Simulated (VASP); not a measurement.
CO2: relaxation of shape and atoms at fixed volume with PBEsol

The system is CO2.

```
C O
1.0
    -1.88471    1.88471    2.91848
     1.88471   -1.88471    2.91848
     1.88471    1.88471   -2.91848
C O
2 4
Direct
  0.75000 0.25000 0.50000
  0.00000 0.00000 0.00000
  0.69705 0.12500 0.07205
  0.05295 0.62500 0.92795
  0.37500 0.30295 0.42795
  0.87500 0.94705 0.57205
```

```json
{
  "Program": "VASP 6.6.1",
  "Task": "relaxation of shape and atoms at fixed volume",
  "Functional": "PBEsol",
  "Potentials or basis": "VASP PAW PBE potentials, release 64 (C, O)",
  "Cutoff": "600 eV",
  "k mesh": "8 × 8 × 8",
  "Occupations": "gaussian, width 0.02 eV",
  "Spin": "no spin polarisation",
  "Dipole correction": "no",
  "Further INCAR settings": "ALGO = Normal; EDIFF = 1e-07; IBRION = 2; EDIFFG = -0.01; NSW = 50; ISIF = 4"
}
```

```yaml
Energy_gained_by_relaxing: 5.3 meV/atom
Ionic_steps: 5
Pressure_after_relaxing: 16.5 GPa
Largest_force_after_relaxing: 0.004 eV/Å
Band_gap_on_the_k_mesh: 7.54 eV (least direct gap 7.84 eV)
```

Forces in eV/Å, atoms in the order of the input:
```
C    0.000  0.000  0.000
C    0.000  0.000  0.000
O    0.000 -0.004  0.000
O    0.000  0.004  0.000
O    0.004  0.000  0.000
O   -0.004  0.000  0.000
```

Stress tensor (GPa, compression positive):
```
16.49  0.00  0.00
 0.00 16.49  0.00
 0.00  0.00 16.58
```

The path:
```csv
step,energy change (eV),largest force (eV/Å),pressure (GPa),volume (Å³)
1,0.0000,0.6453,22.82,41.47
2,-0.0224,0.2771,14.84,41.47
3,-0.0279,0.0065,17.24,41.47
4,-0.0296,0.0059,17.06,41.47
5,-0.0318,0.0037,16.52,41.47
```

Final structure:
```xyz
6
Lattice="-1.8743 1.8743 2.9510 1.8743 -1.8743 2.9510 1.8743 1.8743 -2.9510" Properties=species:S:1:pos:R:3 pbc="T T T"
C     0.0000    1.8743    1.4755
C     0.0000    0.0000    0.0000
O    -0.9372    1.1817    2.2132
O     2.8115    0.6926   -0.7377
O     0.6926    0.9372    0.7377
O     1.1817    0.9372    3.6887
```

Levels at points of the mesh, in eV from the valence-band top:
| k point | band 13 | band 14 | band 15 | band 16 | band 17 | band 18 | band 19 | band 20 |
| --- | --- | --- | --- | --- | --- | --- | --- | --- |
| (0.00, 0.00, 0.00) | -1.65 | -0.71 | -0.71 | -0.30 | 7.54 | 10.00 | 10.00 | 10.27 |
| (0.50, 0.00, 0.00) | -1.79 | -1.53 | -0.42 | 0.00 | 8.75 | 10.05 | 10.62 | 10.62 |
| (0.50, 0.50, 0.00) | -0.66 | -0.66 | -0.53 | -0.53 | 9.61 | 9.61 | 10.42 | 10.42 |
| (0.50, 0.50, 0.50) | -2.97 | -2.97 | -0.10 | -0.10 | 8.83 | 8.83 | 11.12 | 11.12 |

Run time: 69 s on 1 thread of Intel(R) Xeon(R) 6975P-C (Granite Rapids), with other jobs on the host, peak memory 0.19 GiB.

Caveat: the PAW data sets were made with another functional, which shifts forces and pressure a little. A k mesh can miss the band edges.
